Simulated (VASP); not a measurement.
Li3Dy, 4 atoms in the cell. The structure is tetragonal, space group P4/mmm (No. 123). The conventional cell has a = 4.123 Å, b = 4.123 Å, c = 6.001 Å, α = 90.00°, β = 90.00°, γ = 90.00°. Within 3.8 Å of Li (site symmetry 4/mmm) lie 6 Li at 2.92 to 3.00 Å. Li (site symmetry 4/mmm) has 4 Li at 2.92 Å and 2 Dy at 3.00 Å within 3.8 Å. Li (site symmetry 4/mmm) has 4 Dy at 2.92 Å and 2 Li at 3.00 Å within 3.8 Å. Within 3.8 Å of Dy (site symmetry 4/mmm) lie 6 Li at 2.92 to 3.00 Å. The cell was built from a structure type or drawn by symmetry, and may not be a known phase.

| Quantity | Value |
| --- | --- |
| Program | VASP 6.6.1 |
| Task | single point |
| Functional | PBE |
| Potentials or basis | VASP PAW PBE potentials, release 64 (Li_sv, Dy_3), 4f in core |
| Cutoff | 750 eV |
| k mesh | 12 × 12 × 8 |
| Occupations | gaussian, width 0.1 eV |
| Spin | no spin polarisation |
| Dipole correction | no |
| Mended | yes |
| Further INCAR settings | ALGO = Normal; EDIFF = 1e-06; NBANDS = 17 |

Potentials or basis: VASP PAW PBE potentials, release 64 (Li_sv, Dy_3), 4f in core.

Command:

```console
$ cat potpaw_PBE.64/Li_sv/POTCAR potpaw_PBE.64/Dy_3/POTCAR > POTCAR
$ mpirun -np 1 vasp_std > vasp.out
```

Hardware: 1 thread of Intel(R) Xeon(R) Platinum 8488C (Sapphire Rapids), with other jobs on the host.

Question: Estimate the wall time of this run.

Answer: Run time: 3.1 min on 1 thread of Intel(R) Xeon(R) Platinum 8488C (Sapphire Rapids) (shared host), peak memory 0.56 GiB. Counts: scf iterations 12, k points 140.
